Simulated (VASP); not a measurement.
# SnO (Pmn2_1) in VASP: notebook, part 2 of 2

VASP 6.6.1.

### Step 4. Single point, PBEsol (strain +0.0500 x Voigt [1, 0, 0, 0, 0, 0])

File INCAR:

```
  PREC = Accurate
  ENCUT = 520
  EDIFF = 1E-6
  ISMEAR = 0
  SIGMA = 0.05
  LREAL = False
  LASPH = True
  NELM = 60
  ALGO = Normal
  ISIF = 2
  LWAVE = False
  LCHARG = False
  GGA = PS
  NBANDS = 28
```

File KPOINTS:

```
regular mesh
0
Gamma
  8 6 6
```

File POSCAR:

```
SnO
1.0
    3.5227552500      0.0000000000      0.0000000000
    0.0000000000      5.6741040000      0.0000000000
    0.0000000000      0.0000000000      4.2219700000
Sn O
2 2
Direct
    0.0000000000      0.2319090000      0.5131440000
    0.5000000000      0.7680910000      0.0131440000
    0.0000000000      0.8912500000      0.7368570000
    0.5000000000      0.1087500000      0.2368570000
```

Potentials or basis: VASP PAW PBE potentials, release 64 (Sn_d, O).

On the command line:

```sh
$ cat potpaw_PBE.64/Sn_d/POTCAR potpaw_PBE.64/O/POTCAR > POTCAR
$ mpirun -np 1 vasp_std > vasp.out
```

OUTCAR:

```text
PREC = Accurate
   ENCUT = 520
   EDIFF = 1E-6
   ISMEAR = 0
   LREAL = False
   LASPH = True
   NELM = 60
   ISIF = 2
   GGA = PS

 ion  position               nearest neighbor table
   1  0.000  0.232  0.513-   3 2.15   4 2.23   4 2.23
   2  0.500  0.768  0.013-   4 2.15   3 2.23   3 2.23
   3  0.000  0.891  0.737-   1 2.15   2 2.23   2 2.23
   4  0.500  0.109  0.237-   2 2.15   1 2.23   1 2.23

  LATTYP: Found a simple orthorhombic cell.
 ALAT       =     3.5227552500
 B/A-ratio  =     1.1984851914
 C/A-ratio  =     1.6107006015

  Lattice vectors:

 A1 = (  -3.5227552500,   0.0000000000,   0.0000000000)
 A2 = (   0.0000000000,   0.0000000000,   4.2219700000)
 A3 = (   0.0000000000,   5.6741040000,   0.0000000000)

Analysis of symmetry for initial positions (statically):
=====================================================================
 Subroutine PRICEL returns:
 Original cell was already a primitive cell.

 Routine SETGRP: Setting up the symmetry group for a
 simple orthorhombic supercell.

 Subroutine GETGRP returns: Found  4 space group operations
 (whereof  2 operations were pure point group operations)
 out of a pool of  8 trial point group operations.

The static configuration has the point symmetry C_1h.
 The point group associated with its full space group is C_2v.

Analysis of symmetry for dynamics (positions and initial velocities):
=====================================================================
 Subroutine PRICEL returns:
 Original cell was already a primitive cell.

 Routine SETGRP: Setting up the symmetry group for a
 simple orthorhombic supercell.

 Subroutine GETGRP returns: Found  4 space group operations
 (whereof  2 operations were pure point group operations)
 out of a pool of  8 trial point group operations.

The dynamic configuration has the point symmetry C_1h.
 The point group associated with its full space group is C_2v.

[... 119 lines left out ...]
   IALGO  =     38    algorithm
   IMIX   =      4    mixing-type and parameters
     AMIX     =   0.40;   BMIX     =  1.00
     AMIX_MAG =   1.60;   BMIX_MAG =  1.00
  volume/ion in A,a.u.               =      21.10       142.37
  Fermi-wavevector in a.u.,A,eV,Ry     =   1.276429  2.412100 22.167564  1.629270
  Thomas-Fermi vector in A             =   2.409085
   LORBIT       =      0    0 simple, 1 ext, 2 COOP (PROOUT), +10 PAW based schemes
   GGA     = PS    functional components
   LHFCALC =     F    Hartree Fock is set to
   AEXX    =    0.0000 exact exchange contribution
   IVDW    =     0    specifies the selected vdW correction
   LEPSILON=     F    determine dielectric tensor
   LRPA    =     F    only Hartree local field effects (RPA)
 non-spin polarized calculation
 Gauss-broadening in eV      SIGMA  =   0.05
  energy-cutoff  :      520.00
  volume of cell :       84.39
 maximum number of plane-waves:      2293
 NGX is ok and might be reduce to    28
   NGX = 13   NGY = 21   NGZ = 15

 number of electron      39.9999996 magnetization

 Free energy of the ion-electron system (eV)
  ---------------------------------------------------
  ext. energy  EPLUGINS =         0.00000000
  ---------------------------------------------------
  free energy    TOTEN  =       -23.63529730 eV

  energy without entropy =      -23.63529730  energy(sigma->0) =      -23.63529730

 E-fermi :   4.5504     XC(G=0):  -9.5435

 val. band max:        4.2890493088   @ k =   0.0000   0.0000   0.0000
 cond. band min:       5.5747032616   @ k =   0.3750   0.5000   0.0000
 fundamental gap:      1.2856539528
 Fermi energy:         4.5503849502

 k-point     1 :       0.0000    0.0000    0.0000
  band No.  band energies     occupation
      1     -16.7772      2.00000
      2     -16.5191      2.00000
      3     -16.4898      2.00000
      4     -16.4674      2.00000
      5     -16.4432      2.00000
      6     -16.4170      2.00000
[... 733 lines left out ...]
     27      13.0990      0.00000
     28      14.0969      0.00000

 [... further k-points ...]

------------------------ aborting loop because EDIFF is reached ----------------------------------------

  FORCE on cell =-STRESS in cart. coord.  units (eV):
  Direction    XX          YY          ZZ          XY          YZ          ZX
  --------------------------------------------------------------------------------------
  -------------------------------------------------------------------------------------
  Total       -4.8239953     -2.4404796     -2.5863875      0.0000000      0.0000000      0.0000000
  in kB      -91.5846206    -46.3330463    -49.1031407      0.0000000      0.0000000      0.0000000
  external PRESSURE =     -62.3402692 kB  Pullay stress =       0.0000000 kB

 VOLUME and BASIS-vectors are now :
 -----------------------------------------------------------------------------
  energy-cutoff  :      520.00
  volume of cell :       84.39
      direct lattice vectors                 reciprocal lattice vectors
     3.522755250  0.000000000  0.000000000     0.283868713  0.000000000  0.000000000
     0.000000000  5.674104000  0.000000000     0.000000000  0.176239279  0.000000000
     0.000000000  0.000000000  4.221970000     0.000000000  0.000000000  0.236856254

 POSITION                                       TOTAL-FORCE (eV/Angst)
 -----------------------------------------------------------------------------------
      0.00000      1.31588      2.16648         0.000000     -0.798013     -0.340720
      1.76138      4.35823      0.05549         0.000000      0.798013     -0.340720
      0.00000      5.05705      3.11099         0.000000      0.066701      0.340720
      1.76138      0.61706      1.00000         0.000000     -0.066701      0.340720
 -----------------------------------------------------------------------------------
    total drift:                                0.000000      0.000000      0.001503

  FREE ENERGIE OF THE ION-ELECTRON SYSTEM (eV)
  ---------------------------------------------------
  free  energy   TOTEN  =       -23.6352972968 eV

  energy  without entropy=      -23.6352972968  energy(sigma->0) =      -23.63529730
```

Run time: 76 s. Hardware: 1 thread of AMD EPYC 9R45 (Zen 5), shared host; peak memory 0.25 GiB.

What came out:

```
Free energy            : -23.6353 eV
Pressure               : -6.2 GPa
Largest force          : 0.868 eV/Å
Band gap on the k mesh : 1.29 eV (least direct gap 2.06 eV)
```

Forces in eV/Å, atoms in the order of the input:
```
Sn   0.000 -0.798 -0.341
Sn   0.000  0.798 -0.341
O    0.000  0.067  0.341
O    0.000 -0.067  0.341
```

Stress tensor (GPa, compression positive):
```
-9.16  0.00  0.00
 0.00 -4.63  0.00
 0.00  0.00 -4.91
```

Levels at points of the mesh, in eV from the valence-band top:
```tsv
k point	band 18	band 19	band 20	band 21	band 22	band 23
(0.00, 0.00, 0.00)	-2.54	-1.84	0.00	2.45	2.91	5.67
(0.50, 0.00, 0.00)	-2.40	-1.38	-1.38	2.57	2.57	5.32
(0.00, 0.50, 0.00)	-2.57	-1.48	-1.28	3.35	3.66	4.53
(0.50, 0.50, 0.00)	-2.48	-1.02	-1.02	1.79	1.79	5.89
(0.00, 0.00, 0.50)	-3.15	-1.60	-1.60	2.26	2.26	5.11
(0.50, 0.00, 0.50)	-3.04	-1.18	-1.18	1.99	1.99	4.34
(0.00, 0.50, 0.50)	-2.77	-1.45	-1.45	1.72	1.72	5.68
(0.50, 0.50, 0.50)	-3.32	-0.52	-0.52	2.29	2.29	3.97
```

Caveat: the cell differs from its parent crystal (strain +0.0500 x Voigt [1, 0, 0, 0, 0, 0]); the cell stands under tension; the PAW data sets were made with another functional, which shifts forces and pressure a little; spin-orbit coupling is left out, which moves the levels of the heavy elements. A k mesh can miss the band edges.

### Step 5. Summary

| cell | gap on the mesh (eV) | pressure (GPa) | largest force (eV/Å) |
| --- | --- | --- | --- |
| a = 3.271, b = 5.674, c = 4.222 Å, 4 atoms | 1.37 | -0.7 | 0.21 |
| a = 3.439, b = 5.674, c = 4.222 Å, 4 atoms | 1.30 | -4.7 | 0.62 |
| a = 3.523, b = 5.674, c = 4.222 Å, 4 atoms | 1.29 | -6.2 | 0.87 |

Alike in all rows: task single point; level PBEsol; potentials or basis VASP PAW PBE potentials, release 64 (Sn_d, O); no spin polarisation; k mesh 8 × 6 × 6; cutoff (eV) 520; smearing gaussian 0.05 eV.

Caveats: the PAW data sets were made with another functional, which shifts forces and pressure a little; spin-orbit coupling is left out, which moves the levels of the heavy elements; the cell stands under tension (at least some runs).

Total energies depend on the potentials used, so only differences within one code and one set of settings carry meaning.
